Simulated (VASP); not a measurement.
Runs of VASP 6.6.1 on Cl. The structure is that of space group P6_3/mmc (No. 194), or close to it. The cells are those of the table. 

```csv
task,cell,k mesh for the DOS,occupations for the DOS,gap on the mesh (eV),pressure (GPa)
single point,"a = 3.716, b = 3.716, c = 3.976 Å, angles 90.0, 90.0, 120.0°, 2 atoms",-,-,none,(a)
single point,"a = 3.668, b = 3.668, c = 3.924 Å, angles 90.0, 90.0, 120.0°, 2 atoms",-,-,none,-0.1
single point,"a = 3.644, b = 3.644, c = 3.898 Å, angles 90.0, 90.0, 120.0°, 2 atoms",-,-,none,0.6
single point,"a = 3.619, b = 3.619, c = 3.871 Å, angles 90.0, 90.0, 120.0°, 2 atoms",-,-,none,1.4
```

Alike in all rows: level PBE; potentials or basis VASP PAW PBE potentials, release 64 (Cl); no spin polarisation; k mesh 19 × 19 × 10; cutoff (eV) 520; smearing fermi-dirac 0.03 eV.

Task: Fill in the values left out.

Result: (a) -1.2.

A gap of «none» marks levels without a gap at the run's occupations.
